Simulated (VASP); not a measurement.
# Ru (P-1) in VASP: single point with PBE

Aim: the single point of Ru with PBE.

Program: VASP 6.6.1. These are calculated values, not measurements. Logs are shortened: lines on timing, memory, paths and dates and some standing lists are left out, and cuts for length are marked.

## (1) The cell of the first run

The typed cell holds 6 atoms: a = 5.116 Å, b = 8.089 Å, c = 2.758 Å, α = 59.25°, β = 123.19°, γ = 108.43°.

## (2) Single point, PBE

Contents of INCAR:

```
PREC     = Accurate       # precision mode
ENCUT    = 520            # plane-wave cutoff, eV
EDIFF    = 1E-7           # SCF threshold, eV
ISMEAR   = 0              # smearing method
SIGMA    = 0.1            # smearing width, eV
LREAL    = F              # projectors in reciprocal space
LASPH    = T              # aspherical terms in the spheres
NELM     = 100            # most SCF steps
ALGO     = Fast           # electronic algorithm
ISIF     = 2              # what is computed and relaxed
LWAVE    = F              # write WAVECAR
LCHARG   = F              # write CHGCAR
GGA      = PE             # functional
NBANDS   = 51             # bands
```

Contents of KPOINTS:

```
Automatic mesh
0
Gamma
  7 5 16
```

Contents of POSCAR:

```
Ru
1.0
    5.1157963779      0.0000000000      0.0000000000
   -2.5578981890      7.6736945669      0.0000000000
   -1.5100415474      0.9833876811      2.0884732645
Ru
6
Direct
    0.2500000000      0.4444444444      0.5833333333
    0.2500000000      0.1111111111      0.5833333333
    0.2500000000      0.7777777778      0.5833333333
    0.7500000000      0.5555555556      0.4166666667
    0.7500000000      0.2222222222      0.4166666667
    0.7500000000      0.8888888889      0.4166666667
```

Potentials or basis: VASP PAW PBE potentials, release 64 (Ru_pv).

Run with:

```
> cat potpaw_PBE.64/Ru_pv/POTCAR > POTCAR
> mpirun -np 1 vasp_std > vasp.out
```

OUTCAR:

```text
PREC = Accurate
   ENCUT = 520
   EDIFF = 1E-7
   ISMEAR = 0
   LREAL = F
   LASPH = T
   NELM = 100
   ISIF = 2
   GGA = PE

 ion  position               nearest neighbor table
   1  0.250  0.444  0.583-   5 2.58   4 2.62   4 2.64   4 2.68   2 2.70   3 2.70   2 2.70   3 2.70
                             5 2.70   4 2.70
   2  0.250  0.111  0.583-   6 2.58   5 2.62   5 2.64   5 2.68   1 2.70   3 2.70   1 2.70   3 2.70
                             6 2.70   5 2.70
   3  0.250  0.778  0.583-   4 2.58   6 2.62   6 2.64   6 2.68   2 2.70   1 2.70   2 2.70   1 2.70
                             4 2.70   6 2.70
   4  0.750  0.556  0.417-   3 2.58   1 2.62   1 2.64   1 2.68   6 2.70   5 2.70   6 2.70   5 2.70
                             3 2.70   1 2.70
   5  0.750  0.222  0.417-   1 2.58   2 2.62   2 2.64   2 2.68   6 2.70   4 2.70   6 2.70   4 2.70
                             1 2.70   2 2.70
   6  0.750  0.889  0.417-   2 2.58   3 2.62   3 2.64   3 2.68   4 2.70   5 2.70   4 2.70   5 2.70
                             2 2.70   3 2.70

  LATTYP: Found a triclinic cell.
 ALAT       =     7.0866021720
 B/A-ratio  =     0.3892473498
 C/A-ratio  =     0.6041517257
 COS(alpha) =     0.0098279644
 COS(beta)  =     0.0514451486
 COS(gamma) =     0.1943808452

  Lattice vectors:

 A1 = (   1.0478566416,  -6.6903068858,   2.0884732645)
 A2 = (   1.5100415474,  -0.9833876811,  -2.0884732645)
 A3 = (   3.6057548305,   0.9833876811,   2.0884732645)

Analysis of symmetry for initial positions (statically):
=====================================================================
 Subroutine PRICEL returns following result:

  LATTYP: Found a triclinic cell.
 ALAT       =     2.6968482102
 B/A-ratio  =     2.2798546942
 C/A-ratio  =     1.0228388473
 COS(alpha) =     0.0070301784
 COS(beta)  =     0.5116321211
 COS(gamma) =     0.6209977726

  Lattice vectors:

 A1 = (   0.6574088178,   1.5745105076,  -2.0884732645)
 A2 = (   3.4105309187,   5.1157963774,   0.0000000000)
 A3 = (   1.5100415474,  -0.9833876811,  -2.0884732645)

   3 primitive cells build up your supercell.

 Routine SETGRP: Setting up the symmetry group for a
 triclinic supercell.

 Subroutine GETGRP returns: Found  2 space group operations
 (whereof  2 operations were pure point group operations)
 out of a pool of  2 trial point group operations.

The static configuration has the point symmetry S_2 .

Analysis of symmetry for dynamics (positions and initial velocities):
=====================================================================
 Subroutine PRICEL returns following result:

  LATTYP: Found a triclinic cell.
 ALAT       =     2.6968482102
 B/A-ratio  =     2.2798546942
 C/A-ratio  =     1.0228388473
 COS(alpha) =     0.0070301784
 COS(beta)  =     0.5116321211
 COS(gamma) =     0.6209977726

  Lattice vectors:

 A1 = (   0.6574088178,   1.5745105076,  -2.0884732645)
 A2 = (   3.4105309187,   5.1157963774,   0.0000000000)
 A3 = (   1.5100415474,  -0.9833876811,  -2.0884732645)

   3 primitive cells build up your supercell.

 Routine SETGRP: Setting up the symmetry group for a
 triclinic supercell.

 Subroutine GETGRP returns: Found  2 space group operations
 (whereof  2 operations were pure point group operations)
 out of a pool of  2 trial point group operations.

The dynamic configuration has the point symmetry S_2 .

 Subroutine INISYM returns: Found  2 space group operations
 (whereof  2 operations are pure point group operations),
 and found     3 'primitive' translations

----------------------------------------------------------------------------------------

                                     Primitive cell

  volume of cell :      27.3291

  direct lattice vectors                    reciprocal lattice vectors
     0.657408818  1.574510508 -2.088473265    -0.390945974  0.260630650 -0.405389740
     3.410530919  5.115796377  0.000000000     0.195472987  0.065157662  0.110653602
     1.510041547 -0.983387681 -2.088473265     0.390945974 -0.260630650 -0.073428934

  length of vectors
     2.696848210  6.148422051  2.758441115     0.620570650  0.233879091  0.475561667

  position of ions in fractional coordinates (direct lattice)
     0.833333333  0.250000000  0.583333333
     0.166666667  0.750000000  0.416666666

  ion indices of the primitive-cell ions
   primitive index   ion index
                 1           1
                 2           4

----------------------------------------------------------------------------------------

 KPOINTS: Automatic mesh

Automatic generation of k-mesh.
 Grid dimensions read from file:
 generate k-points for:    7    5   16

 Generating k-lattice:

  Cartesian coordinates                     Fractional coordinates (reciprocal lattice)
     0.027924712  0.009308237  0.015807657     0.142857143 -0.000000000 -0.000000000
     0.000000000  0.026063065 -0.012272169     0.000000000  0.200000000 -0.000000000
     0.000000000  0.000000000  0.029926167     0.000000000  0.000000000  0.062500000

  Length of vectors
     0.033411299  0.028807803  0.029926167

  Shift w.r.t. Gamma in fractional coordinates (k-lattice)
     0.000000000  0.000000000  0.000000000

 Subroutine IBZKPT returns following result:
 ===========================================

 Found    281 irreducible k-points:

 Following reciprocal coordinates:
            Coordinates               Weight
  0.000000  0.000000  0.000000      1.000000
  0.142857  0.000000 -0.000000      2.000000
  0.285714  0.000000 -0.000000      2.000000
  0.428571  0.000000 -0.000000      2.000000
  0.000000  0.200000  0.000000      2.000000
  0.142857  0.200000  0.000000      2.000000
[... 16 lines left out ...]
 -0.428571  0.000000  0.062500      2.000000
 -0.285714 -0.000000  0.062500      2.000000
 [... further k-points ...]
   k-points           NKPTS =    281   k-points in BZ     NKDIM =    281   number of bands    NBANDS=     51
   number of dos      NEDOS =    301   number of ions     NIONS =      6
   total plane-waves  NPLWV =  57600
   dimension x,y,z NGX =    40 NGY =   60 NGZ =   24
   dimension x,y,z NGXF=    80 NGYF=  120 NGZF=   48
   ions per type =               6
   NGX,Y,Z   is equivalent  to a cutoff of  13.00, 12.33, 14.46 a.u.
   NGXF,Y,Z  is equivalent  to a cutoff of  26.00, 24.66, 28.93 a.u.
 SYSTEM =  unknown system
   PREC   = accura    normal or accurate (medium, high low for compatibility)
   ISTART =      0    job   : 0-new  1-cont  2-samecut
   ICHARG =      2    charge: 1-file 2-atom 10-const
   ISPIN  =      1    spin polarized calculation?
   LNONCOLLINEAR =      F non collinear calculations
   LSORBIT =      F    spin-orbit coupling
   LASPH  =      T    aspherical Exc in radial PAW
   ENCUT  =  520.0 eV  38.22 Ry    6.18 a.u.   9.51 15.04  5.13*2*pi/ulx,y,z
   NELM   =    100;   NELMIN=  2; NELMDL= -5     # of ELM steps
   EDIFF  = 0.1E-06   stopping-criterion for ELM
   LREAL  =      F    real-space projection
   EDIFFG = 0.1E-05   stopping-criterion for IOM
   NSW    =      0    number of steps for IOM
   IBRION =     -1    ionic relax: 0-MD 1-quasi-New 2-CG
   NFREE  =      0    steps in history (QN), initial steepest desc. (CG)
   ISIF   =      2    stress and relaxation
   ISYM   =      2    0-nonsym 1-usesym 2-fastsym
   POTIM  = 0.5000    time-step for ionic-motion
   TEBEG  =    0.0;   TEEND  =   0.0 temperature during run
   PSTRESS=    0.0 pullay stress
   NELECT =      84.0000    total number of electrons
   NUPDOWN=      -1.0000    fix difference up-down
   EMIN   =  10.00;   EMAX   =-10.00  energy-range for DOS
   EFERMI =   0.00;   METHOD = LEGACY
   ISMEAR =     0;   SIGMA  =   0.10  broadening in eV -4-tet -1-fermi 0-gaus
   EFERMI_NEDOS =   21; number of points for ismear=-14 and -15
   IALGO  =     68    algorithm
   IMIX   =      4    mixing-type and parameters
     AMIX     =   0.40;   BMIX     =  1.00
     AMIX_MAG =   1.60;   BMIX_MAG =  1.00
  volume/ion in A,a.u.               =      13.66        92.21
  Fermi-wavevector in a.u.,A,eV,Ry     =   1.650387  3.118779 37.059223  2.723776
  Thomas-Fermi vector in A             =   2.739345
   LORBIT       =      0    0 simple, 1 ext, 2 COOP (PROOUT), +10 PAW based schemes
   GGA     = PE    functional components
   LHFCALC =     F    Hartree Fock is set to
   AEXX    =    0.0000 exact exchange contribution
   IVDW    =     0    specifies the selected vdW correction
   LEPSILON=     F    determine dielectric tensor
   LRPA    =     F    only Hartree local field effects (RPA)
 non-spin polarized calculation
 RMM-DIIS sequential band-by-band and
 Gauss-broadening in eV      SIGMA  =   0.10
  energy-cutoff  :      520.00
  volume of cell :       81.99
 maximum number of plane-waves:      2241
 NGX is ok and might be reduce to    40
   NGX = 19   NGY = 29   NGZ = 11

 number of electron      83.9999996 magnetization

 Free energy of the ion-electron system (eV)
  ---------------------------------------------------
  ext. energy  EPLUGINS =         0.00000000
  ---------------------------------------------------
  free energy    TOTEN  =       -55.24565273 eV

  energy without entropy =      -55.22433850  energy(sigma->0) =      -55.23499561

 E-fermi :  12.7257     XC(G=0): -14.0778

 val. band max:       12.7225597805   @ k =  -0.1429  -0.4000   0.3125
 cond. band min:      12.7261907742   @ k =   0.4286  -0.4000   0.1250
 fundamental gap:      0.0036309937
 Fermi energy:        12.7257035532

 k-point     1 :       0.0000    0.0000    0.0000
  band No.  band energies     occupation
      1     -30.9151      2.00000
      2     -30.5971      2.00000
      3     -30.5971      2.00000
      4     -30.5330      2.00000
      5     -30.5330      2.00000
      6     -30.3622      2.00000
[... 43 lines left out ...]
     50      14.0760      0.00000
     51      14.4994      0.00000

 k-point     2 :       0.1429    0.0000   -0.0000
  band No.  band energies     occupation
      1     -30.8611      2.00000
      2     -30.6946      2.00000
      3     -30.6291      2.00000
      4     -30.4782      2.00000
      5     -30.4471      2.00000
      6     -30.3933      2.00000
[... 43 lines left out ...]
     50      13.9616      0.00000
     51      14.2654      0.00000

 k-point     3 :       0.2857    0.0000   -0.0000
  band No.  band energies     occupation
      1     -30.7363      2.00000
      2     -30.7082      2.00000
      3     -30.6748      2.00000
      4     -30.5252      2.00000
      5     -30.5180      2.00000
      6     -30.2770      2.00000
[... 1123 lines left out ...]
     50      13.9358      0.00000
     51      14.2951      0.00000

 k-point    24 :      -0.2857   -0.0000    0.0625
  band No.  band energies     occupation
      1     -30.7721      2.00000
      2     -30.7153      2.00000
      3     -30.6927      2.00000
      4     -30.5332      2.00000
      5     -30.4313      2.00000
      6     -30.3080      2.00000
[... 43 lines left out ...]
     50      14.1323      0.00000
     51      14.4640      0.00000

 [... further k-points ...]
[... 5 lines left out ...]
  --------------------------------------------------------------------------------------
  -------------------------------------------------------------------------------------
  Total       -0.1651418      6.0304064     -1.2060782      4.6005632     -0.0612562      0.1009360
  in kB       -3.2271641    117.8448155    -23.5689040     89.9031489     -1.1970538      1.9724691
  external PRESSURE =      30.3495825 kB  Pullay stress =       0.0000000 kB

 VOLUME and BASIS-vectors are now :
 -----------------------------------------------------------------------------
  energy-cutoff  :      520.00
  volume of cell :       81.99
      direct lattice vectors                 reciprocal lattice vectors
     5.115796378  0.000000000  0.000000000     0.195472987  0.065157662  0.110653602
    -2.557898189  7.673694567  0.000000000     0.000000000  0.130315325 -0.061360845
    -1.510041547  0.983387681  2.088473265     0.000000000  0.000000000  0.478818674

 POSITION                                       TOTAL-FORCE (eV/Angst)
 -----------------------------------------------------------------------------------
     -0.73875      3.98417      1.21828         0.058967      0.135420     -0.070918
      0.11388      1.42628      1.21828         0.058967      0.135420     -0.070918
     -1.59138      6.54207      1.21828         0.058967      0.135420     -0.070918
      1.78661      4.67291      0.87020        -0.058967     -0.135420      0.070918
      2.63924      2.11501      0.87020        -0.058967     -0.135420      0.070918
      0.93398      7.23081      0.87020        -0.058967     -0.135420      0.070918
 -----------------------------------------------------------------------------------
    total drift:                                0.000000     -0.000000     -0.000000

  FREE ENERGIE OF THE ION-ELECTRON SYSTEM (eV)
  ---------------------------------------------------
  free  energy   TOTEN  =       -55.2456527260 eV

  energy  without entropy=      -55.2243385006  energy(sigma->0) =      -55.23499561
```

Wall time 10 min (1 thread of Intel Xeon 6975P-C (Granite Rapids), shared host); peak memory 0.81 GiB.

What came out:

```yaml
Free_energy: -55.2457 eV
Pressure: 3.0 GPa
Largest_force: 0.164 eV/Å
Band_gap_on_the_k_mesh: zero (bands 42 and 43 overlap by 2.38 eV)
```

Forces on the atoms (eV/Å):
```
Ru   0.059  0.135 -0.071
Ru   0.059  0.135 -0.071
Ru   0.059  0.135 -0.071
Ru  -0.059 -0.135  0.071
Ru  -0.059 -0.135  0.071
Ru  -0.059 -0.135  0.071
```

Caveat: the stress differs along the axes, from -2 to 12 GPa.
